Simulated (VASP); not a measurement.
Here is a VASP 6.6.1 calculation.

File INCAR:

```
SYSTEM = HfB
ALGO = Normal
EDIFF = 1E-6
ENCUT = 520
GGA = PE
ISIF = 2
ISMEAR = 0
LASPH = .TRUE.
LCHARG = .TRUE.
LELF = .TRUE.
LREAL = .FALSE.
LVHAR = .TRUE.
LWAVE = .FALSE.
NBANDS = 14
NELM = 80
PREC = Accurate
SIGMA = 0.027000000000000003
```

KPOINTS

```
k-points
0
G
  10 10 10
  0 0 0
```

Contents of POSCAR:

```
HfB
1.0
    0.0000000000      2.3100000000      2.3100000000
    2.3100000000      0.0000000000      2.3100000000
    2.3100000000      2.3100000000      0.0000000000
Hf B
1 1
Direct
    0.5000000000      0.5000000000      0.5000000000
    0.0000000000      0.0000000000      0.0000000000
```

Potentials or basis: VASP PAW PBE potentials, release 64 (Hf_pv, B).

Launch:

```bash
$ cat potpaw_PBE.64/Hf_pv/POTCAR potpaw_PBE.64/B/POTCAR > POTCAR
$ mpirun -np 1 vasp_std > vasp.out
```

What does it give for the pressure?

30.2 GPa.
